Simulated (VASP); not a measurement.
SiO2 (Cristobalite):

```xyz
12
Lattice="4.9570 0.0000 0.0000 0.0000 4.9570 0.0000 0.0000 0.0000 6.8903" Properties=species:S:1:pos:R:3 pbc="T T T"
Si    1.5222    1.5222    0.0000
Si    0.9563    4.0007    1.7226
Si    3.4348    3.4348    3.4451
Si    4.0007    0.9563    5.1677
O     1.1697    0.5950    1.2881
O     1.8835    3.6482    3.0107
O     3.7873    4.3620    4.7333
O     3.0735    1.3088    6.4558
O     3.6482    1.8835    3.8796
O     4.3620    3.7873    2.1570
O     1.3088    3.0735    0.4345
O     0.5950    1.1697    5.6022
```

Base run:

* Program: VASP 6.6.1
* Functional: r2SCAN
* Potentials or basis: VASP PAW PBE potentials, release 64 (Si, O)
* Cutoff: 520 eV
* k mesh: 4 × 4 × 3
* Occupations: fermi-dirac, width 0.02 eV
* Spin: no spin polarisation

Its results: band gap on the k mesh 6.28 eV, direct; pressure -3.2 GPa; largest force 0.300 eV/Å.

Question: The run is repeated on the same cell with these changes: functional from r2SCAN to PBE; further incar settings from ALGO = Normal; EDIFF = 1e-08; NBANDS = 44 to ALGO = Normal; EDIFF = 1e-06; NBANDS = 44. What comes out?

Answer: Band gap on the k mesh 5.64 eV, direct; pressure 1.6 GPa; largest force 0.024 eV/Å.

Caveats: the PAW data sets were made with another functional, which shifts forces and pressure a little (some runs).

